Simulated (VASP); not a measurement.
# GaN: single point with PBE

Crystal: GaN.

```
Ga N
1.0
     3.32310    0.00000    0.00000
    -1.66155    2.75396    0.00000
     0.00000    0.00000    5.16600
Ga N
2 2
Direct
  0.33333 0.66667 0.00000
  0.66667 0.33333 0.50000
  0.33333 0.66667 0.37500
  0.66667 0.33333 0.87500
```

This cell differs from its parent crystal: strain +0.0450 x Voigt [1, 0, 0, 0, 0, 0].

```json
{
  "Program": "VASP 6.6.1",
  "Task": "single point",
  "Functional": "PBE",
  "Potentials or basis": "VASP PAW PBE potentials, release 64 (Ga_d, N)",
  "Cutoff": "520 eV",
  "k mesh": "12 × 12 × 6",
  "Occupations": "gaussian, width 0.05 eV",
  "Spin": "no spin polarisation",
  "Dipole correction": "no",
  "Further INCAR settings": "ALGO = Normal; EDIFF = 1e-06; NBANDS = 26"
}
```

```json
{"Pressure": "-0.3 GPa", "Largest force": "0.472 eV/Å", "Band gap on the k mesh": "1.63 eV, direct"}
```

Forces on the atoms (eV/Å):
```
Ga   0.000 -0.280 -0.320
Ga   0.000  0.280 -0.320
N    0.000 -0.346  0.320
N    0.000  0.346  0.320
```

Stress tensor (GPa, compression positive):
```
-9.34  0.00  0.00
 0.00  2.42  0.00
 0.00  0.00  5.91
```

Levels at points of the mesh, in eV from the valence-band top:
| k point | band 14 | band 15 | band 16 | band 17 | band 18 | band 19 | band 20 | band 21 | band 22 | band 23 |
| --- | --- | --- | --- | --- | --- | --- | --- | --- | --- | --- |
| (0.00, 0.00, 0.00) | -1.23 | -1.09 | -0.15 | -0.07 | 0.00 | 1.63 | 3.73 | 9.07 | 9.13 | 9.85 |
| (0.50, 0.00, 0.00) | -5.10 | -4.23 | -2.64 | -2.18 | -0.85 | 5.01 | 5.43 | 6.00 | 8.16 | 10.25 |
| (0.00, 0.50, 0.00) | -5.12 | -4.01 | -3.03 | -2.23 | -1.15 | 4.27 | 4.98 | 6.18 | 8.52 | 9.57 |
| (0.00, 0.00, 0.50) | -3.77 | -0.70 | -0.70 | -0.55 | -0.55 | 3.86 | 3.86 | 8.36 | 8.36 | 9.63 |
| (0.50, 0.00, 0.50) | -6.49 | -1.88 | -1.88 | -1.77 | -1.77 | 4.37 | 4.37 | 7.59 | 7.59 | 9.70 |
| (0.00, 0.50, 0.50) | -6.40 | -2.18 | -2.18 | -1.78 | -1.78 | 4.05 | 4.05 | 7.53 | 7.53 | 9.79 |

It took 6.1 min on 1 thread of AMD EPYC 7R13, with other jobs on the host, peak memory 0.27 GiB.

Caveat: the cell differs from its parent crystal (strain +0.0450 x Voigt [1, 0, 0, 0, 0, 0]).
